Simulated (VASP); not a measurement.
# C32O (a cell with a defect) in VASP: a series of runs

C32O (a cell with a defect) is run at these levels: PBE+D3(BJ); tasks: single point.

Program: VASP 6.6.1. These are calculated values, not measurements. Logs are shortened: lines on timing, memory, paths and dates and some standing lists are left out, and cuts for length are marked.

### Step 1. The cell of the first run

The cell holds a defect, 33 atoms: a = 6.613 Å, b = 6.619 Å, c = 6.619 Å, α = 96.28°, β = 96.34°, γ = 96.34°.

### Step 2. Single point, PBE+D3(BJ) (with an interstitial atom, then relaxed in part)

Input file INCAR:

```
SYSTEM = C32O
PREC     = Accurate       ! precision mode
ENCUT    = 520            ! plane-wave cutoff, eV
EDIFF    = 1E-6           ! SCF threshold, eV
ISMEAR   = 0              ! smearing method
SIGMA    = 0.02           ! smearing width, eV
LREAL    = Auto         
LASPH    = .True.         ! aspherical terms in the spheres
NELM     = 80             ! most SCF steps
ALGO     = Normal         ! electronic algorithm
ISIF     = 2              ! what is computed and relaxed
LWAVE    = .False.        ! write WAVECAR
LCHARG   = .False.        ! write CHGCAR
GGA      = PE             ! functional
IVDW     = 12             ! dispersion correction
NBANDS   = 89             ! bands
```

Input file KPOINTS:

```
Automatic mesh
0
Gamma
  2 2 2
  0.5 0.5 0.5
```

Input file POSCAR:

```
C32O
1.0
    5.6709571555      0.0000000000     -3.4026574436
   -2.8677434780     -4.9298468454     -3.3594911955
   -2.8677434780      4.9298468454     -3.3594911955
C O
32 1
Direct
    0.4179514892      0.0421488327      0.5419075452
    0.6496919812      0.7756626188      0.5245426981
    0.9013827352      0.5240115207      0.5245807192
    0.4170047204      0.2912744770      0.2918321013
    0.1679012219      0.2921974218      0.5418949678
    0.6671128509      0.0421834629      0.2927934993
    0.9156657825      0.7899351368      0.2914426347
    0.4179273229      0.5413364176      0.0426873010
    0.1678769184      0.5413357364      0.2927433556
    0.6671022395      0.2922250948      0.0427449777
    0.9272495038      0.0590921890      0.0596415085
    0.4165948904      0.7899145495      0.7904559441
    0.1847965177      0.8014397550      0.0595778167
    0.6497301362      0.5240109618      0.7762227505
    0.9156584122      0.2908485167      0.7904701035
    0.1847933737      0.0590256241      0.8019988373
    0.5775295044      0.9516069391      0.4523593186
    0.8177015796      0.6919990603      0.4398709539
    0.0773465583      0.4518389643      0.4523854307
    0.5848962731      0.2095644683      0.2101113231
    0.3352764639      0.2095427505      0.4596824254
    0.8391484411      0.9659094492      0.2161597049
    0.0916026012      0.7133559858      0.2161004868
    0.5775603533      0.4518414672      0.9521726616
    0.3352509800      0.4590982411      0.2100629155
    0.8391344835      0.2155526296      0.9664419650
    0.0760882219      0.9503984638      0.9509425820
    0.5649823442      0.6919673491      0.6925180927
    0.3412865923      0.7133551192      0.9664000710
    0.8177057248      0.4393209275      0.6925538753
    0.0915945061      0.2155298926      0.7138985631
    0.3413250422      0.9658592920      0.7139130656
    0.9380070339      0.8121782222      0.8128008434
```

Potentials or basis: VASP PAW PBE potentials, release 64 (C, O).

Launch:

```sh
$ cat potpaw_PBE.64/C/POTCAR potpaw_PBE.64/O/POTCAR > POTCAR
$ mpirun -np 1 vasp_std > vasp.out
```

OUTCAR:

```text
SYSTEM = C32O
   PREC = Accurate
   ENCUT = 520
   EDIFF = 1E-6
   ISMEAR = 0
   LREAL = Auto
   LASPH = .True.
   NELM = 80
   ISIF = 2
   GGA = PE
   IVDW = 12
 IVDW          = 12

 ion  position               nearest neighbor table
   1  0.418  0.042  0.542-  32 1.42  21 1.42  17 1.42
   2  0.650  0.776  0.525-  17 1.42  28 1.44  18 1.44
   3  0.901  0.524  0.525-  19 1.42  30 1.44  18 1.44
   4  0.417  0.291  0.292-  21 1.42  25 1.42  20 1.42
   5  0.168  0.292  0.542-  31 1.42  21 1.42  19 1.42
   6  0.667  0.042  0.293-  22 1.42  20 1.42  17 1.42
[... 18 lines left out ...]
  25  0.335  0.459  0.210-   4 1.42   9 1.42   8 1.42
  26  0.839  0.216  0.966-  11 1.41  10 1.42  15 1.44
  27  0.076  0.950  0.951-  33 1.40  16 1.48  13 1.48  11 1.48
  28  0.565  0.692  0.693-  12 1.41   2 1.44  14 1.44
  29  0.341  0.713  0.966-  13 1.41   8 1.42  12 1.44
  30  0.818  0.439  0.693-  15 1.41  14 1.44   3 1.44
  31  0.092  0.216  0.714-  16 1.41   5 1.42  15 1.44
  32  0.341  0.966  0.714-  16 1.41   1 1.42  12 1.44
  33  0.938  0.812  0.813-  27 1.40

  LATTYP: Found a base centered monoclinic cell.
 ALAT       =     8.8340554103
 B/A-ratio  =     1.1161005034
 C/A-ratio  =     0.7486322134
 COS(beta)  =    -0.1654005518

  Lattice vectors:

 A1 = (  -2.8677434780,  -4.9298468454,  -3.3594911955)
 A2 = (  -2.8677434780,   4.9298468454,  -3.3594911955)
 A3 = (   5.6709571555,   0.0000000000,  -3.4026574436)

Analysis of symmetry for initial positions (statically):
=====================================================================
 Subroutine PRICEL returns:
 Original cell was already a primitive cell.

 Routine SETGRP: Setting up the symmetry group for a
 base centered monoclinic supercell.

 Subroutine GETGRP returns: Found  1 space group operations
 (whereof  1 operations were pure point group operations)
 out of a pool of  4 trial point group operations.

The static configuration has the point symmetry C_1 .

Analysis of symmetry for dynamics (positions and initial velocities):
=====================================================================
 Subroutine PRICEL returns:
 Original cell was already a primitive cell.

 Routine SETGRP: Setting up the symmetry group for a
 base centered monoclinic supercell.

 Subroutine GETGRP returns: Found  1 space group operations
 (whereof  1 operations were pure point group operations)
 out of a pool of  4 trial point group operations.

The dynamic configuration has the point symmetry C_1 .

 Subroutine INISYM returns: Found  1 space group operations
 (whereof  1 operations are pure point group operations),
 and found     1 'primitive' translations

----------------------------------------------------------------------------------------

                                     Primitive cell

  volume of cell :     284.0526

  direct lattice vectors                    reciprocal lattice vectors
     5.670957156  0.000000000 -3.402657444     0.116610618  0.000000000 -0.099541663
    -2.867743478 -4.929846845 -3.359491195    -0.059054477 -0.101423029 -0.098421722
    -2.867743478  4.929846845 -3.359491195    -0.059054477  0.101423029 -0.098421722

  length of vectors
     6.613458455  6.619178474  6.619178474     0.153318554  0.153169506  0.153169506

  position of ions in fractional coordinates (direct lattice)
     0.417951489  0.042148833  0.541907545
     0.649691981  0.775662619  0.524542698
     0.901382735  0.524011521  0.524580719
     0.417004720  0.291274477  0.291832101
     0.167901222  0.292197422  0.541894968
     0.667112851  0.042183463  0.292793499
[... 25 lines left out ...]
     0.341325042  0.965859292  0.713913066
     0.938007034  0.812178222  0.812800843

  ion indices of the primitive-cell ions
   primitive index   ion index
                 1           1
                 2           2
                 3           3
                 4           4
                 5           5
                 6           6
[... 25 lines left out ...]
                32          32
                33          33

----------------------------------------------------------------------------------------

 KPOINTS: Automatic mesh

Automatic generation of k-mesh.
 Grid dimensions read from file:
 generate k-points for:    2    2    2

 Generating k-lattice:

  Cartesian coordinates                     Fractional coordinates (reciprocal lattice)
     0.058305309  0.000000000 -0.049770831     0.500000000 -0.000000000 -0.000000000
    -0.029527238 -0.050711515 -0.049210861     0.000000000  0.500000000  0.000000000
    -0.029527238  0.050711515 -0.049210861     0.000000000  0.000000000  0.500000000

  Length of vectors
     0.076659277  0.076584753  0.076584753

  Shift w.r.t. Gamma in fractional coordinates (k-lattice)
     0.500000000  0.500000000  0.500000000

 Subroutine IBZKPT returns following result:
 ===========================================

 Found      4 irreducible k-points:

 Following reciprocal coordinates:
            Coordinates               Weight
  0.250000  0.250000  0.250000      2.000000
 -0.250000  0.250000  0.250000      2.000000
  0.250000 -0.250000  0.250000      2.000000
 -0.250000 -0.250000  0.250000      2.000000
   k-points           NKPTS =      4   k-points in BZ     NKDIM =      4   number of bands    NBANDS=     89
   number of dos      NEDOS =    301   number of ions     NIONS =     33
   total plane-waves  NPLWV = 125000
   dimension x,y,z NGX =    50 NGY =   50 NGZ =   50
   dimension x,y,z NGXF=   100 NGYF=  100 NGZF=  100
   ions per type =              32   1
   NGX,Y,Z   is equivalent  to a cutoff of  12.57, 12.56, 12.56 a.u.
   NGXF,Y,Z  is equivalent  to a cutoff of  25.14, 25.12, 25.12 a.u.
 SYSTEM =  C32O
   PREC   = accura    normal or accurate (medium, high low for compatibility)
   ISTART =      0    job   : 0-new  1-cont  2-samecut
   ICHARG =      2    charge: 1-file 2-atom 10-const
   ISPIN  =      1    spin polarized calculation?
   LNONCOLLINEAR =      F non collinear calculations
   LSORBIT =      F    spin-orbit coupling
   LASPH  =      T    aspherical Exc in radial PAW
   ENCUT  =  520.0 eV  38.22 Ry    6.18 a.u.  12.30 12.31 12.31*2*pi/ulx,y,z
   NELM   =     80;   NELMIN=  2; NELMDL= -5     # of ELM steps
   EDIFF  = 0.1E-05   stopping-criterion for ELM
   LREAL  =      T    real-space projection
   EDIFFG = 0.1E-04   stopping-criterion for IOM
   NSW    =      0    number of steps for IOM
   IBRION =     -1    ionic relax: 0-MD 1-quasi-New 2-CG
   NFREE  =      0    steps in history (QN), initial steepest desc. (CG)
   ISIF   =      2    stress and relaxation
   ISYM   =      2    0-nonsym 1-usesym 2-fastsym
   POTIM  = 0.5000    time-step for ionic-motion
   TEBEG  =    0.0;   TEEND  =   0.0 temperature during run
   PSTRESS=    0.0 pullay stress
   NELECT =     134.0000    total number of electrons
   NUPDOWN=      -1.0000    fix difference up-down
   EMIN   =  10.00;   EMAX   =-10.00  energy-range for DOS
   EFERMI =   0.00;   METHOD = LEGACY
   ISMEAR =     0;   SIGMA  =   0.02  broadening in eV -4-tet -1-fermi 0-gaus
   EFERMI_NEDOS =   21; number of points for ismear=-14 and -15
   IALGO  =     38    algorithm
   IMIX   =      4    mixing-type and parameters
     AMIX     =   0.40;   BMIX     =  1.00
     AMIX_MAG =   1.60;   BMIX_MAG =  1.00
  volume/ion in A,a.u.               =       8.61        58.09
  Fermi-wavevector in a.u.,A,eV,Ry     =   1.274413  2.408291 22.097606  1.624128
  Thomas-Fermi vector in A             =   2.407182
   LORBIT       =      0    0 simple, 1 ext, 2 COOP (PROOUT), +10 PAW based schemes
   GGA     = PE    functional components
   LHFCALC =     F    Hartree Fock is set to
   AEXX    =    0.0000 exact exchange contribution
   IVDW    =    12    specifies the selected vdW correction
   LEPSILON=     F    determine dielectric tensor
   LRPA    =     F    only Hartree local field effects (RPA)
 non-spin polarized calculation
 Gauss-broadening in eV      SIGMA  =   0.02
  energy-cutoff  :      520.00
  volume of cell :      284.05
 maximum number of plane-waves:      7645
 NGX is ok and might be reduce to    50
   NGX = 25   NGY = 25   NGZ = 25

 number of electron     133.9999994 magnetization

 Free energy of the ion-electron system (eV)
  ---------------------------------------------------
  ext. energy  EPLUGINS =         0.00000000
  ---------------------------------------------------
  free energy    TOTEN  =      -297.26221888 eV

  energy without entropy =     -297.26221888  energy(sigma->0) =     -297.26221888

 E-fermi :   4.2557     XC(G=0): -10.4876

 val. band max:        4.0977604743   @ k =   0.2500   0.2500   0.2500
 cond. band min:       4.6707260505   @ k =   0.2500   0.2500   0.2500
 fundamental gap:      0.5729655761
 Fermi energy:         4.2557469701

 k-point     1 :       0.2500    0.2500    0.2500
  band No.  band energies     occupation
      1     -15.9906      2.00000
      2     -14.5308      2.00000
      3     -13.4082      2.00000
      4     -13.4080      2.00000
      5     -13.2487      2.00000
      6     -13.1619      2.00000
[... 71 lines left out ...]
     78      11.4139      0.00000
     79      11.4166      0.00000

 k-point     2 :      -0.2500    0.2500    0.2500
  band No.  band energies     occupation
      1     -15.9857      2.00000
      2     -14.3896      2.00000
      3     -14.0745      2.00000
      4     -13.6532      2.00000
      5     -13.2232      2.00000
      6     -12.3205      2.00000
[... 71 lines left out ...]
     78       9.9383      0.00000
     79      10.3234      0.00000

 k-point     3 :       0.2500   -0.2500    0.2500
  band No.  band energies     occupation
      1     -15.9856      2.00000
      2     -14.3896      2.00000
      3     -14.0747      2.00000
      4     -13.6532      2.00000
      5     -13.2230      2.00000
      6     -12.3207      2.00000
[... 71 lines left out ...]
     78       9.9382      0.00000
     79      10.3225      0.00000

 k-point     4 :      -0.2500   -0.2500    0.2500
  band No.  band energies     occupation
      1     -15.9856      2.00000
      2     -14.3897      2.00000
      3     -14.0745      2.00000
      4     -13.6533      2.00000
      5     -13.2230      2.00000
      6     -12.3209      2.00000
[... 71 lines left out ...]
     78       9.9381      0.00000
     79      10.3225      0.00000
 [bands above 79 left out]

------------------------ aborting loop because EDIFF is reached ----------------------------------------

 Edisp (eV)   -5.16164

 E8    (eV) :    -1.4588

  FORCE on cell =-STRESS in cart. coord.  units (eV):
  Direction    XX          YY          ZZ          XY          YZ          ZX
  --------------------------------------------------------------------------------------
  -------------------------------------------------------------------------------------
  Total       3.33491     3.30237     5.47067    -0.00272    -0.00285     0.01340
  in kB      18.81030    18.62675    30.85691    -0.01536    -0.01609     0.07556
  external pressure =       22.76 kB  Pullay stress =        0.00 kB

 VOLUME and BASIS-vectors are now :
 -----------------------------------------------------------------------------
  energy-cutoff  :      520.00
  volume of cell :      284.05
      direct lattice vectors                 reciprocal lattice vectors
     5.670957156  0.000000000 -3.402657444     0.116610618  0.000000000 -0.099541663
    -2.867743478 -4.929846845 -3.359491195    -0.059054477 -0.101423029 -0.098421722
    -2.867743478  4.929846845 -3.359491195    -0.059054477  0.101423029 -0.098421722

 POSITION                                       TOTAL-FORCE (eV/Angst)
 -----------------------------------------------------------------------------------
      0.69526      2.46373     -3.38428        -0.000491     -0.007389      0.003668
     -0.04428     -1.23798     -6.57871         0.000971      0.010628      0.000631
      2.10461      0.00281     -6.58983        -0.005384     -0.012005     -0.007327
      0.69262      0.00275     -3.37787         0.003251     -0.000773     -0.007239
     -1.43980      1.23097     -3.37344        -0.001821     -0.002979      0.003126
      2.82254      1.23547     -3.39531        -0.000112     -0.001670      0.004199
[... 25 lines left out ...]
     -2.88152     -1.24206     -6.80459        -0.011145     -0.003042     -0.003761
      0.65937      0.00307     -8.65082         0.000588      0.000006      0.239018
 -----------------------------------------------------------------------------------
    total drift:                               -0.056870     -0.004523     -0.024467

  FREE ENERGIE OF THE ION-ELECTRON SYSTEM (eV)
  ---------------------------------------------------
  free  energy   TOTEN  =      -302.4238576418 eV

  energy  without entropy=     -302.4238576418  energy(sigma->0) =     -302.42385764
```

Run time: 3.6 min. Hardware: 1 thread of Intel Xeon Platinum 8488C (Sapphire Rapids), shared host; peak memory 0.36 GiB.

What came out:

```yaml
Free_energy: -302.4239 eV
Pressure: 2.3 GPa
Largest_force: 0.239 eV/Å
Band_gap_on_the_k_mesh: 0.57 eV
Dispersion_energy_per_atom: -0.156 eV
```

Forces in eV/Å, atoms in the order of the input:
```
C    0.000 -0.007  0.004
C    0.001  0.011  0.001
C   -0.005 -0.012 -0.007
C    0.003 -0.001 -0.007
C   -0.002 -0.003  0.003
C    0.000 -0.002  0.004
C    0.005  0.001  0.001
C   -0.001  0.003  0.003
C    0.005  0.003  0.003
C    0.004 -0.007  0.005
C    0.018  0.006 -0.008
C    0.008  0.008  0.001
C   -0.014 -0.020 -0.020
C   -0.005 -0.011  0.001
C   -0.002 -0.003  0.002
C   -0.006  0.020 -0.018
C   -0.001 -0.006 -0.009
C   -0.011  0.005  0.007
C    0.013  0.004 -0.007
C    0.003  0.006  0.010
C   -0.001  0.008  0.010
C    0.006 -0.009  0.001
C    0.000 -0.002 -0.003
C   -0.001  0.012 -0.007
C   -0.007 -0.002  0.008
C    0.000  0.001 -0.002
C    0.000  0.004 -0.214
C    0.005 -0.001  0.005
C   -0.001 -0.004 -0.006
C   -0.004  0.002  0.007
C    0.001  0.001 -0.001
C   -0.011 -0.003 -0.004
O    0.001  0.000  0.239
```

Caveat: the cell differs from its parent crystal (with an interstitial atom, then relaxed in part).

(Part 1 of 2 ends here.)
